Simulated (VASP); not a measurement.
Crystal: ZnBrF.

```xyz
6
Lattice="3.5246 0.0000 0.0000 0.0000 3.5246 0.0000 0.0000 0.0000 4.9845" Properties=species:S:1:pos:R:3 pbc="T T T"
Zn    1.7623    0.0000    3.7384
Zn    0.0000    1.7623    1.2461
Br    1.7623    1.7623    2.4922
Br    0.0000    0.0000    2.4922
F     0.0000    0.0000    0.0000
F     1.7623    1.7623    0.0000
```

| Property | Result |
| --- | --- |
| Program | VASP 6.6.1 |
| Task | relaxation of cell and atoms |
| Functional | PBE |
| Potentials or basis | VASP PAW PBE potentials, release 64 (Zn, Br, F_h) |
| Cutoff | 1350 eV |
| k mesh | 6 × 6 × 4 |
| Occupations | gaussian, width 0.1 eV |
| Spin | no spin polarisation |

At the start: pressure 139.8 GPa; volume 10.32 Å³/atom.

Task: Where does the relaxation end?

Result: Over 11 steps the energy falls by 2341.7 meV/atom and the volume is 18.32 Å³/atom (+77.5 %); space group P4/nmm (No. 129, to 0.1 Å) before and after.

The path:
| step | energy change (eV) | largest force (eV/Å) | pressure (GPa) | volume (Å³) |
| --- | --- | --- | --- | --- |
| 1 | 0.0000 | 8.1698 | 139.77 | 61.92 |
| 2 | -9.3364 | 0.3409 | -15.15 | 182.10 |
| 3 | -14.0445 | 0.0077 | -1.01 | 111.81 |
| 4 | -14.0497 | 0.0236 | -0.34 | 110.62 |
| 5 | -14.0493 | 0.0560 | 0.35 | 109.46 |
| 6 | -14.0494 | 0.0546 | 0.36 | 109.44 |
| 7 | -14.0495 | 0.0500 | 0.40 | 109.40 |
| 8 | -14.0495 | 0.0492 | 0.36 | 109.42 |
| 9 | -14.0497 | 0.0470 | 0.33 | 109.49 |
| 10 | -14.0500 | 0.0426 | 0.24 | 109.64 |
| 11 | -14.0504 | 0.0337 | 0.06 | 109.93 |

Final structure:
```xyz
6
Lattice="4.3496 0.0000 0.0000 0.0000 4.3496 0.0000 0.0000 0.0000 5.8108" Properties=species:S:1:pos:R:3 pbc="T T T"
Zn    2.1748    0.0000    4.6441
Zn    0.0000    2.1748    1.1667
Br    2.1748    2.1748    2.9054
Br    0.0000    0.0000    2.9054
F     0.0000    0.0000    0.0000
F     2.1748    2.1748    0.0000
```

Caveat: the volume moved by over 15 % at a fixed basis, so the end points are rough.
